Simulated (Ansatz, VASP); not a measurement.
Two plane-wave programs on LiCl

File POSCAR:

```
LiCl
1.0
   -0.0605380171      2.5565882615      2.5565882615
    2.5565882615     -0.0605380171      2.5565882615
    2.5565882615      2.5565882615     -0.0605380171
Li Cl
1 1
Direct
    0.0000000000      0.0000000000      0.0000000000
    0.5000000000      0.5000000000      0.5000000000
```

INCAR.step1

```
SYSTEM = LiCl
PREC = Accurate
ENCUT = 520
EDIFF = 1E-5
ISMEAR = 0
SIGMA = 0.01
LREAL = .FALSE.
LASPH = .TRUE.
NELM = 60
ALGO = Normal
ISIF = 2
LWAVE = .TRUE.
LCHARG = .FALSE.
NBANDS = 12
GGA = PE
```

Contents of INCAR.step2:

```
SYSTEM = LiCl
PREC = Accurate
ENCUT = 520
EDIFF = 1E-7
ISMEAR = 0
SIGMA = 0.01
LREAL = .FALSE.
LASPH = .TRUE.
NELM = 60
ALGO = Normal
ISIF = 2
LWAVE = .FALSE.
LCHARG = .FALSE.
GGA = PE
LHFCALC = .TRUE.
HFSCREEN = 0.2079
PRECFOCK = Normal
NBANDS = 12
ISTART = 1
```

Contents of KPOINTS:

```
regular mesh
0
G
  6 6 6
  0 0 0
```

Input for Ansatz:

```yaml
crystal:
  lattice:
    - [-0.0605380171, 2.5565882615, 2.5565882615]
    - [2.5565882615, -0.0605380171, 2.5565882615]
    - [2.5565882615, 2.5565882615, -0.0605380171]
  atoms:
    - { symbol: Li, position: [0.0, 0.0, 0.0] }
    - { symbol: Cl, position: [0.5, 0.5, 0.5] }
kpoints:
  mp_grid: { grid: [6, 6, 6] }
  band_path:
    path:
      - [0.0, 0.0, 0.0]
      - [0.5, 0.0, 0.5]
      - [0.625, 0.25, 0.625]
      - [0.375, 0.375, 0.75]
      - [0.5, 0.5, 0.5]
      - [0.5, 0.25, 0.75]
    npoints: 1
hamiltonian:
  xc: hse06
scf:
  occupations: { method: fixed }
  n_extra_bands: 4
output:
  forces: true
  stress: true
  eigenvalues: true
  write_density: true
  write_potential: true
  elf: true
  volumetric_format: npy
```

Change from the starting cell: epitaxial_111 strain +2.4%.

Alike in both runs: task single point; functional HSE06; k mesh 6 × 6 × 6; no spin polarisation.

|  | VASP | Ansatz |
| --- | --- | --- |
| version | VASP 6.6.1 | Ansatz 0.2.0 |
| potentials or method | VASP PAW PBE potentials, release 64 (Li_sv, Cl) | plane waves, PAW |
| plane-wave cutoff (eV) | 520 | 420 |
| occupations | gaussian, width 0.01 eV | fixed |
| valence electrons in the cell | 10 | 10 |

|  | VASP | Ansatz | Ansatz less VASP |
| --- | --- | --- | --- |
| gap on the k mesh at the Fermi level (eV) | 7.43 | 7.43 | -0.007 |

Ansatz's warnings: stress exchange threshold loose, stress scf threshold loose.

Noted on VASP's run: the cutoff is under 1.25 times that of the potentials, so the pressure is a little rough.
